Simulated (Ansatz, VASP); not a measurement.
## Two plane-wave programs on PtSe2

INCAR

```
  ALGO = Normal
  EDIFF = 1E-6
  ENCUT = 520
  GGA = PE
  ISIF = 2
  ISMEAR = -1
  LASPH = T
  LCHARG = F
  LREAL = F
  LWAVE = F
  NBANDS = 31
  NELM = 60
  PREC = Accurate
  SIGMA = 0.02
```

Contents of KPOINTS:

```
k-points
0
Gamma
  4 4 6
```

POSCAR

```
PtSe2
1.0
    5.8582805187      0.0000000000      0.0000000000
    0.0000000000      5.8582805187      0.0000000000
    0.0000000000      0.0000000000      4.0483060859
Pt Se
2 4
Direct
    0.0000000000      0.0000000000      0.0000000000
    0.5000000000      0.5000000000      0.5000000000
    0.3100953199      0.3100953199      0.0000000000
    0.1899046801      0.8100953199      0.5000000000
    0.8100953199      0.1899046801      0.5000000000
    0.6899046801      0.6899046801      0.0000000000
```

Input for Ansatz:

```yaml
crystal:
  lattice:
    - [5.8582805187, 0.0, 0.0]
    - [0.0, 5.8582805187, 0.0]
    - [0.0, 0.0, 4.0483060859]
  atoms:
    - { symbol: Pt, position: [0.0, 0.0, 0.0] }
    - { symbol: Pt, position: [0.5, 0.5, 0.5] }
    - { symbol: Se, position: [0.3100953199, 0.3100953199, 0.0] }
    - { symbol: Se, position: [0.1899046801, 0.8100953199, 0.5] }
    - { symbol: Se, position: [0.8100953199, 0.1899046801, 0.5] }
    - { symbol: Se, position: [0.6899046801, 0.6899046801, 0.0] }
kpoints:
  mp_grid: { grid: [4, 4, 6] }
hamiltonian:
  xc: pbe
scf:
  occupations: { method: fermi_dirac, width: 0.02 }
  n_extra_bands: 5
output:
  forces: true
  stress: true
  eigenvalues: true
```

Alike in both runs: task single point; functional PBE; k mesh 4 × 4 × 6; occupations fermi-dirac, width 0.02 eV; no spin polarisation.

```csv
,VASP,Ansatz
version,VASP 6.6.1,Ansatz 0.2.0
potentials or method,"VASP PAW PBE potentials, release 64 (Pt, Se)","plane waves, PAW"
plane-wave cutoff (eV),520,420
valence electrons in the cell,44,100
```

|  | VASP | Ansatz | Ansatz less VASP |
| --- | --- | --- | --- |
| pressure (GPa) | -2.8 | -2.7 | +0.05 |
| traceless stress, the component that is largest in VASP (GPa) | -0.66 | -0.65 | +0.011 |
| rms of the force components (eV/Å) | 0.035 | 0.034 | -0.0002 |

Atom by atom the forces differ by 0.000 eV/Å (rms over components). The functional is the same, so the differences come from potentials, cutoffs and numerics. VASP's potentials hold 44 valence electrons a cell and Ansatz's 100, so a difference there can come from the potentials and not from the codes.

Neither program's run includes spin-orbit coupling.
